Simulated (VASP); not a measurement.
Wanted: the native input for a VASP 6.6.1 run.

* Task: single point
* Functional: PBE
* Potentials or basis: VASP PAW PBE potentials, release 64 (Ta_pv, N)
* Cutoff: 520 eV
* k mesh: 9 × 9 × 9
* Occupations: fermi-dirac, width 0.02 eV
* Spin: no spin polarisation
* Dipole correction: no
* Further INCAR settings: ALGO = Normal; EDIFF = 1e-07; NBANDS = 15

The structure of TaN lies in POSCAR:

```
TaN
1.0
   -0.0653700000      2.1463150000      2.1463150000
    2.1463150000     -0.0653700000      2.1463150000
    2.1463150000      2.1463150000     -0.0653700000
Ta N
1 1
Direct
    0.5000000000      0.5000000000      0.5000000000
    0.0000000000      0.0000000000      0.0000000000
```

This cell differs from its parent crystal: equal xy, yz and zx shear strains of -3 %.

One way to write it, as run:

INCAR

```
ALGO     = Normal         # electronic algorithm
EDIFF    = 1E-7           # SCF threshold, eV
ENCUT    = 520            # plane-wave cutoff, eV
GGA      = PE             # functional
ISIF     = 2              # what is computed and relaxed
ISMEAR   = -1             # smearing method
LASPH    = True           # aspherical terms in the spheres
LCHARG   = False          # write CHGCAR
LREAL    = False          # projectors in reciprocal space
LWAVE    = False          # write WAVECAR
NBANDS   = 15             # bands
NELM     = 80             # most SCF steps
PREC     = Accurate       # precision mode
SIGMA    = 0.02           # smearing width, eV
```

KPOINTS

```
k-points
0
Gamma
  9 9 9
```

Potentials or basis: VASP PAW PBE potentials, release 64 (Ta_pv, N).

Run with:

```sh
$ cat potpaw_PBE.64/Ta_pv/POTCAR potpaw_PBE.64/N/POTCAR > POTCAR
$ mpirun -np 1 vasp_std > vasp.out
```

Results of the run:

```
Pressure               : 15.8 GPa
Band gap on the k mesh : zero (band 8 reaches 11.55 eV, above the bottom of band 9 at 7.42 eV)
```

Caveat: the cell differs from its parent crystal (equal xy, yz and zx shear strains of -3 %); spin-orbit coupling is left out, which moves the levels of the heavy elements.

It took 12 s on 1 thread of Intel(R) Xeon(R) Platinum 8488C (Sapphire Rapids), with other jobs on the host, peak memory 0.15 GiB.
